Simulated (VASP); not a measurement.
Here is a VASP 6.6.1 calculation.

File INCAR:

```
PREC     = Accurate       # precision mode
ENCUT    = 500            # plane-wave cutoff, eV
EDIFF    = 1E-6           # SCF threshold, eV
ISMEAR   = -1             # smearing method
SIGMA    = 0.05           # smearing width, eV
LREAL    = F              # projectors in reciprocal space
LASPH    = T              # aspherical terms in the spheres
NELM     = 120            # most SCF steps
ALGO     = Normal         # electronic algorithm
ISIF     = 2              # what is computed and relaxed
LWAVE    = F              # write WAVECAR
LCHARG   = T              # write CHGCAR
GGA      = PE             # functional
IVDW     = 12             # dispersion correction
LELF     = T              # ELF
LVHAR    = T            
NBANDS   = 24             # bands
GGA_COMPAT= F
```

Contents of KPOINTS:

```
regular mesh
0
Gamma
  3 3 3
```

File POSCAR:

```
SnTe3
1.0
    0.0000000000      3.7401001052      3.7401001052
    3.7401001052      0.0000000000      3.7401001052
    3.7401001052      3.7401001052      0.0000000000
Sn Te
1 3
Direct
    0.0000000000      0.0000000000      0.0000000000
    0.2500000000      0.2500000000      0.2500000000
    0.7500000000      0.7500000000      0.7500000000
    0.5000000000      0.5000000000      0.5000000000
```

Potentials or basis: VASP PAW PBE potentials, release 64 (Sn_d, Te).

Run with:

```bash
$ cat potpaw_PBE.64/Sn_d/POTCAR potpaw_PBE.64/Te/POTCAR > POTCAR
$ mpirun -np 1 vasp_std > vasp.out
```

Q: Estimate the dispersion energy per atom.

A: -0.515 eV.

Q: Estimate the pressure.

A: -0.2 GPa.

Caveat: the k points lie up to 0.48 Å⁻¹ apart; pairwise dispersion overbinds metals, which lowers pressure and volume.
